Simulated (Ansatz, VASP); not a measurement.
Two plane-wave programs on LiBr

```xyz
2
Lattice="0.0000 2.7933 2.7933 2.7933 0.0000 2.7933 2.7933 2.7933 0.0000" Properties=species:S:1:pos:R:3 pbc="T T T"
Li    0.0000    0.0000    0.0000
Br    2.7933    2.7933    2.7933
```

Alike in both runs: task single point; functional r2SCAN; k mesh 6 × 6 × 6; no spin polarisation.

```csv
,VASP,Ansatz
version,VASP 6.6.1,Ansatz 0.2.0
potentials or method,"VASP PAW PBE potentials, release 64 (Li_sv, Br)","plane waves, PAW"
plane-wave cutoff (eV),830,500
occupations,"gaussian, width 0.01 eV",fixed
valence electrons in the cell,10,10
```

```csv
,VASP,Ansatz,Ansatz less VASP
gap on the k mesh at the Fermi level (eV),5.67,5.61,-0.061
pressure (GPa),-1.7,-1.4,+0.24
```

VASP's potentials were made for PBE, not for r2SCAN.
